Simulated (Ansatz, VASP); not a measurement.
Al3Cu2 in VASP and in Ansatz

The input INCAR:

```
SYSTEM = Al3Cu2
ALGO = Normal
EDIFF = 1E-6
ENCUT = 820
GGA = PS
GGA_COMPAT = .FALSE.
ISIF = 2
ISMEAR = 0
LASPH = .TRUE.
LCHARG = .TRUE.
LELF = .TRUE.
LREAL = .FALSE.
LVHAR = .TRUE.
LWAVE = .FALSE.
NBANDS = 32
NELM = 120
PREC = Accurate
SIGMA = 0.1
```

KPOINTS

```
k-points
0
G
  1 1 1
  0 0 0
```

The input POSCAR:

```
Al3Cu2
1.0
    4.0472680556      0.0074024528      0.0200421321
   -2.0172233156      3.4831102312     -0.0120505430
    0.0244543287     -0.0028593368      4.9807017204
Al Cu
3 2
Direct
   -0.0008572511     -0.0022964813     -0.0037870460
    0.3239394096      0.6152035583      0.3246428018
    0.6361111384      0.3216370404      0.6524015193
    0.2936928577      0.6558659016      0.8549848793
    0.6488481480      0.2910866889      0.1295631523
```

Input for Ansatz:

```yaml
crystal:
  lattice:
    - [4.0472680556, 0.0074024528, 0.0200421321]
    - [-2.0172233156, 3.4831102312, -0.012050543]
    - [0.0244543287, -0.0028593368, 4.9807017204]
  atoms:
    - { symbol: Al, position: [-0.0008572511, -0.0022964813, -0.003787046] }
    - { symbol: Al, position: [0.3239394096, 0.6152035583, 0.3246428018] }
    - { symbol: Al, position: [0.6361111384, 0.3216370404, 0.6524015193] }
    - { symbol: Cu, position: [0.2936928577, 0.6558659016, 0.8549848793] }
    - { symbol: Cu, position: [0.648848148, 0.2910866889, 0.1295631523] }
basis:
  ecutwfc: 420
kpoints:
  mp_grid: { grid: [1, 1, 1] }
hamiltonian:
  xc: pbesol
scf:
  occupations: { method: gaussian, width: 0.1 }
output:
  forces: true
  stress: true
  eigenvalues: true
```

Change from the starting cell: kmesh displaced: [1, 1, 1] Gamma-centred.

Alike in both runs: task single point; functional PBEsol; k mesh 1 × 1 × 1; occupations gaussian, width 0.1 eV; no spin polarisation.

```csv
,VASP,Ansatz
version,VASP 6.6.1,Ansatz 0.2.0
potentials or method,"VASP PAW PBE potentials, release 64 (Al, Cu_sv_GW), cutoff 820 eV","scalar-relativistic, plane waves, PAW"
valence electrons in the cell,47,47
```

|  | VASP | Ansatz | Ansatz less VASP |
| --- | --- | --- | --- |
| pressure (GPa) | 15.3 | 15.6 | +0.35 |
| traceless stress, the component that is largest in VASP (GPa) | -14.56 | -14.45 | +0.108 |
| rms of the force components (eV/Å) | 0.923 | 0.920 | -0.0030 |

VASP's potentials were made for PBE, not for PBEsol. Atom by atom the forces differ by 0.006 eV/Å (rms over components).

The k mesh is coarse, so the values compare programs but aren't converged.
